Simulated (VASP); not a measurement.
A run of VASP 6.6.1 is set up as follows.

Contents of INCAR:

```
SYSTEM = MgH2
PREC = Accurate
ENCUT = 520
EDIFF = 1E-6
ISMEAR = 0
SIGMA = 0.1
LREAL = .FALSE.
LASPH = .TRUE.
NELM = 100
ALGO = Normal
ISIF = 2
LWAVE = .FALSE.
LCHARG = .TRUE.
GGA = PE
LELF = .TRUE.
LVHAR = .TRUE.
NBANDS = 13
```

Contents of KPOINTS:

```
regular mesh
0
G
  6 6 6
  0 0 0
```

The input POSCAR:

```
MgH2
1.0
    0.0000000000      2.9734410288      2.9734410288
    2.9734410288      0.0000000000      2.9734410288
    2.9734410288      2.9734410288      0.0000000000
Mg H
2 4
Direct
    0.0000000000      0.0000000000      0.0000000000
    0.2500000000      0.2500000000      0.2500000000
    0.6250000000      0.6250000000      0.6250000000
    0.1250000000      0.6250000000      0.6250000000
    0.6250000000      0.6250000000      0.1250000000
    0.6250000000      0.1250000000      0.6250000000
```

Potentials or basis: VASP PAW PBE potentials, release 64 (Mg, H).

Launch:

```bash
$ cat potpaw_PBE.64/Mg/POTCAR potpaw_PBE.64/H/POTCAR > POTCAR
$ mpirun -np 1 vasp_std > vasp.out
```

(1) Predict the band gap on the k mesh.

(2) Predict the pressure.

Answers

(1) zero (band 4 reaches 2.57 eV, above the bottom of band 5 at 2.40 eV).

(2) -0.4 GPa.
